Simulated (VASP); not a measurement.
# Zr8C7 (a cell with a defect) in VASP: a series of runs, part 2 of 2

VASP 6.6.1. Earlier steps stand in the parts before.

## Step 3: Single point, PBEsol

Input file INCAR:

```
PREC = Accurate ; ENCUT = 520
EDIFF = 1E-6 ; ISMEAR = -1
SIGMA = 0.05 ; LREAL = Auto
LASPH = T ; NELM = 60
ALGO = Normal ; ISIF = 2
LWAVE = F ; LCHARG = F
GGA = PS ; NBANDS = 75
```

Input file KPOINTS:

```
Automatic mesh
0
Gamma
  3 3 3
```

Input file POSCAR:

```
Zr8C7
1.0
    0.0000000000      4.6845620000      4.6845620000
    4.6845620000      0.0000000000      4.6845620000
    4.6845620000      4.6845620000      0.0000000000
C Zr
7 8
Direct
    0.0034403430     -0.0112054233      0.0029820291
    0.0137128082      0.0004185023      0.4999872987
   -0.4207755175      0.5004247996     -0.0000057636
    0.0034418373      0.5034138731      0.4883603846
    0.4948118949      0.0120457366     -0.0030115943
    0.4921187936      0.0004147666      0.4999867650
    0.4948140296      0.4974206767      0.5116111175
    0.2525346020      0.2401099612      0.2602924244
    0.2463170516      0.2509217511      0.7504911879
    0.2593035379      0.7449438176      0.2445156025
    0.2525341750      0.7607206394      0.7396821731
    0.7486498204      0.2282523958      0.2721487089
    0.7483590782      0.2558876369      0.7554568602
    0.7473270713      0.7499098101      0.2494796739
    0.7486495002      0.7725774576      0.7278245010
```

Potentials or basis: VASP PAW PBE potentials, release 64 (C, Zr_sv).

Launch:

```sh
> cat potpaw_PBE.64/C/POTCAR potpaw_PBE.64/Zr_sv/POTCAR > POTCAR
> mpirun -np 1 vasp_std > vasp.out
```

OUTCAR:

```text
PREC = Accurate
   ENCUT = 520
   EDIFF = 1E-6
   ISMEAR = -1
   LREAL = Auto
   LASPH = T
   NELM = 60
   ISIF = 2
   GGA = PS

 ion  position               nearest neighbor table
   1  0.003  0.989  0.003-  11 2.30  14 2.32  10 2.33  13 2.36   9 2.37  12 2.38
   2  0.014  0.000  0.500-   8 2.24  11 2.24  12 2.32  15 2.32  13 2.39  10 2.39
   3  0.579  0.500  1.000-  15 2.12  12 2.12  10 2.34  13 2.34  11 2.77   8 2.77
   4  0.003  0.503  0.488-   8 2.30  14 2.32  10 2.33  13 2.36   9 2.37  15 2.38
   5  0.495  0.012  0.997-   8 2.30   9 2.32  13 2.33  10 2.36  14 2.37  15 2.38
   6  0.492  0.000  0.500-   8 2.25  11 2.25  15 2.27  12 2.27   9 2.35  14 2.35
   7  0.495  0.497  0.512-  11 2.30   9 2.32  13 2.33  10 2.36  14 2.37  12 2.38
   8  0.253  0.240  0.260-   2 2.24   6 2.25   5 2.30   4 2.30   3 2.77  11 3.18   9 3.26  14 3.26
                            12 3.29  13 3.31  10 3.31  10 3.32  13 3.32  12 3.34  14 3.36   9 3.36
   9  0.246  0.251  0.750-   5 2.32   7 2.32   6 2.35   1 2.37   4 2.37  12 3.25  15 3.25   8 3.26
                            11 3.26  13 3.27  10 3.31  10 3.31  13 3.36  11 3.36   8 3.36  15 3.38
  10  0.259  0.745  0.245-   4 2.33   1 2.33   3 2.34   7 2.36   5 2.36   2 2.39  14 3.27  12 3.30
                            15 3.30   8 3.31  11 3.31   9 3.31   9 3.31  11 3.32   8 3.32  15 3.34
  11  0.253  0.761  0.740-   2 2.24   6 2.25   7 2.30   1 2.30   3 2.77   8 3.18   9 3.26  14 3.26
                            15 3.29  10 3.31  13 3.31  13 3.32  10 3.32  15 3.34  14 3.36   9 3.36
  12  0.749  0.228  0.272-   3 2.12   6 2.27   2 2.32   1 2.38   7 2.38  15 3.02   9 3.25  14 3.25
                             8 3.29  13 3.30  10 3.30  10 3.34  13 3.34   8 3.34  14 3.38   9 3.38
  13  0.748  0.256  0.755-   5 2.33   7 2.33   3 2.34   1 2.36   4 2.36   2 2.39   9 3.27  12 3.30
                            15 3.30   8 3.31  11 3.31  14 3.31  14 3.31  11 3.32   8 3.32  15 3.34
  14  0.747  0.750  0.249-   4 2.32   1 2.32   6 2.35   7 2.37   5 2.37  12 3.25  15 3.25   8 3.26
                            11 3.26  10 3.27  13 3.31  13 3.31  10 3.36  11 3.36   8 3.36  15 3.38
  15  0.749  0.773  0.728-   3 2.12   6 2.27   2 2.32   4 2.38   5 2.38  12 3.02   9 3.25  14 3.25
                            11 3.29  13 3.30  10 3.30  10 3.34  13 3.34  11 3.34  14 3.38   9 3.38

  LATTYP: Found a face centered cubic cell.
 ALAT       =     9.3691240000

  Lattice vectors:

 A1 = (   0.0000000000,   4.6845620000,   4.6845620000)
 A2 = (   4.6845620000,   0.0000000000,   4.6845620000)
 A3 = (   4.6845620000,   4.6845620000,   0.0000000000)

Analysis of symmetry for initial positions (statically):
=====================================================================
 Subroutine PRICEL returns:
 Original cell was already a primitive cell.

 Routine SETGRP: Setting up the symmetry group for a
 face centered cubic supercell.

 Subroutine GETGRP returns: Found  2 space group operations
 (whereof  1 operations were pure point group operations)
 out of a pool of 48 trial point group operations.

The static configuration has the point symmetry C_1 .
 The point group associated with its full space group is C_1h.

Analysis of symmetry for dynamics (positions and initial velocities):
=====================================================================
 Subroutine PRICEL returns:
 Original cell was already a primitive cell.

 Routine SETGRP: Setting up the symmetry group for a
 face centered cubic supercell.

 Subroutine GETGRP returns: Found  2 space group operations
 (whereof  1 operations were pure point group operations)
 out of a pool of 48 trial point group operations.

The dynamic configuration has the point symmetry C_1 .
[... 107 lines left out ...]
   LSORBIT =      F    spin-orbit coupling
   LASPH  =      T    aspherical Exc in radial PAW
   ENCUT  =  520.0 eV  38.22 Ry    6.18 a.u.  12.32 12.32 12.32*2*pi/ulx,y,z
   NELM   =     60;   NELMIN=  2; NELMDL= -5     # of ELM steps
   EDIFF  = 0.1E-05   stopping-criterion for ELM
   LREAL  =      T    real-space projection
   EDIFFG = 0.1E-04   stopping-criterion for IOM
   NSW    =      0    number of steps for IOM
   IBRION =     -1    ionic relax: 0-MD 1-quasi-New 2-CG
   NFREE  =      0    steps in history (QN), initial steepest desc. (CG)
   ISIF   =      2    stress and relaxation
   ISYM   =      2    0-nonsym 1-usesym 2-fastsym
   POTIM  = 0.5000    time-step for ionic-motion
   TEBEG  =    0.0;   TEEND  =   0.0 temperature during run
   PSTRESS=    0.0 pullay stress
   NELECT =     124.0000    total number of electrons
   NUPDOWN=      -1.0000    fix difference up-down
   EMIN   =  10.00;   EMAX   =-10.00  energy-range for DOS
   EFERMI =   0.00;   METHOD = LEGACY
   ISMEAR =    -1;   SIGMA  =   0.05  broadening in eV -4-tet -1-fermi 0-gaus
   EFERMI_NEDOS =   21; number of points for ismear=-14 and -15
   IALGO  =     38    algorithm
   IMIX   =      4    mixing-type and parameters
     AMIX     =   0.40;   BMIX     =  1.00
     AMIX_MAG =   1.60;   BMIX_MAG =  1.00
  volume/ion in A,a.u.               =      13.71        92.50
  Fermi-wavevector in a.u.,A,eV,Ry     =   1.383151  2.613777 26.029414  1.913108
  Thomas-Fermi vector in A             =   2.507776
   LORBIT       =      0    0 simple, 1 ext, 2 COOP (PROOUT), +10 PAW based schemes
   GGA     = PS    functional components
   LHFCALC =     F    Hartree Fock is set to
   AEXX    =    0.0000 exact exchange contribution
   IVDW    =     0    specifies the selected vdW correction
   LEPSILON=     F    determine dielectric tensor
   LRPA    =     F    only Hartree local field effects (RPA)
 non-spin polarized calculation
  energy-cutoff  :      520.00
  volume of cell :      205.61
 maximum number of plane-waves:      5577
 NGX is ok and might be reduce to    50
   NGX = 25   NGY = 25   NGZ = 25

 number of electron     123.9999999 magnetization

 Free energy of the ion-electron system (eV)
  ---------------------------------------------------
  ext. energy  EPLUGINS =         0.00000000
  ---------------------------------------------------
  free energy    TOTEN  =      -152.13859102 eV

  energy without entropy =     -152.09628634  energy(sigma->0) =     -152.11743868

 E-fermi :   9.4383     XC(G=0): -12.1108

 val. band max:        9.4110119739   @ k =   0.0000   0.3333   0.3333
 cond. band min:       9.5103622222   @ k =   0.0000   0.3333   0.0000
 fundamental gap:      0.0993502484
 Fermi energy:         9.4382854509

 k-point     1 :       0.0000    0.0000    0.0000
  band No.  band energies     occupation
      1     -38.7232      2.00000
      2     -38.6976      2.00000
      3     -38.5577      2.00000
      4     -38.5166      2.00000
      5     -38.5105      2.00000
      6     -38.4986      2.00000
[... 759 lines left out ...]
     73      12.8451      0.00000
     74      12.8688      0.00000
 [bands above 74 left out]

------------------------ aborting loop because EDIFF is reached ----------------------------------------

  FORCE on cell =-STRESS in cart. coord.  units (eV):
  Direction    XX          YY          ZZ          XY          YZ          ZX
  --------------------------------------------------------------------------------------
  -------------------------------------------------------------------------------------
  Total       -4.7312346      2.5637244      2.5637244     -0.0010763     -3.6618862     -0.0010765
  in kB      -36.8678740     19.9776755     19.9776755     -0.0083869    -28.5350384     -0.0083886
  external PRESSURE =       1.0291590 kB  Pullay stress =       0.0000000 kB

 VOLUME and BASIS-vectors are now :
 -----------------------------------------------------------------------------
  energy-cutoff  :      520.00
  volume of cell :      205.61
      direct lattice vectors                 reciprocal lattice vectors
     0.000000000  4.684562000  4.684562000    -0.106733564  0.106733564  0.106733564
     4.684562000  0.000000000  4.684562000     0.106733564 -0.106733564  0.106733564
     4.684562000  4.684562000  0.000000000     0.106733564  0.106733564 -0.106733564

 POSITION                                       TOTAL-FORCE (eV/Angst)
 -----------------------------------------------------------------------------------
      4.64604      0.03009      4.64819         0.129099      0.051037      0.278300
      2.34418      2.40646      0.06620         0.000910     -0.072753     -0.072753
      7.02881      7.39795      5.05768        -0.006119     -2.365377     -2.365377
      4.64603      2.30388      2.37440         0.129099      0.278300      0.051037
      4.72688      6.98843      2.37441        -0.127547      0.277244      0.051879
      2.34416      4.64758      2.30730        -0.002643      0.381239      0.381239
      4.72687      4.71466      4.64819        -0.127547      0.051879      0.277244
      2.34417      2.40237      2.30782         0.000669      0.189046      0.378098
      4.69118      4.66961      2.32935        -0.176889      0.241285      0.241285
      4.63518      2.36017      4.70446         0.121976      0.073995      0.073995
      7.02873      4.64810      4.74665         0.000669      0.378098      0.189046
      2.34416      4.78199      4.57636         0.000633     -0.352713      0.552863
      4.73771      7.04472      4.70446        -0.121103      0.074220      0.074220
      4.68170      4.66960      7.01390         0.178159      0.241637      0.241637
      7.02873      6.91663      7.12628         0.000633      0.552863     -0.352713
 -----------------------------------------------------------------------------------
    total drift:                               -0.010494     -0.111987      0.113468

  FREE ENERGIE OF THE ION-ELECTRON SYSTEM (eV)
  ---------------------------------------------------
  free  energy   TOTEN  =      -152.1385910200 eV

  energy  without entropy=     -152.0962863378  energy(sigma->0) =     -152.11743868
```

Run time: 6 min. Hardware: 1 thread of Intel Xeon Platinum 8259CL at 2.50GHz (Skylake/Cascade Lake), shared host; peak memory 0.39 GiB.

What came out:

* Free energy: -152.1386 eV
* Pressure: 0.1 GPa
* Largest force: 3.345 eV/Å
* Band gap on the k mesh: zero (bands 62 and 63 overlap by 0.46 eV)

Forces in eV/Å, atoms in the order of the input:
```
C    0.129  0.051  0.278
C    0.001 -0.073 -0.073
C   -0.006 -2.365 -2.365
C    0.129  0.278  0.051
C   -0.128  0.277  0.052
C   -0.003  0.381  0.381
C   -0.128  0.052  0.277
Zr   0.001  0.189  0.378
Zr  -0.177  0.241  0.241
Zr   0.122  0.074  0.074
Zr   0.001  0.378  0.189
Zr   0.001 -0.353  0.553
Zr  -0.121  0.074  0.074
Zr   0.178  0.242  0.242
Zr   0.001  0.553 -0.353
```

Stress tensor (GPa, compression positive):
```
-3.69  0.00  0.00
 0.00  2.00 -2.85
 0.00 -2.85  2.00
```

Levels at points of the mesh, in eV from the Fermi level:
```csv
k point,band 58,band 59,band 60,band 61,band 62,band 63,band 64,band 65,band 66,band 67
"(0.00, 0.00, 0.00)",-0.85,-0.27,-0.05,0.15,0.44,0.44,0.46,1.01,1.27,1.37
```

Caveat: the k points lie up to 0.39 Å⁻¹ apart; the PAW data sets were made with another functional, which shifts forces and pressure a little.
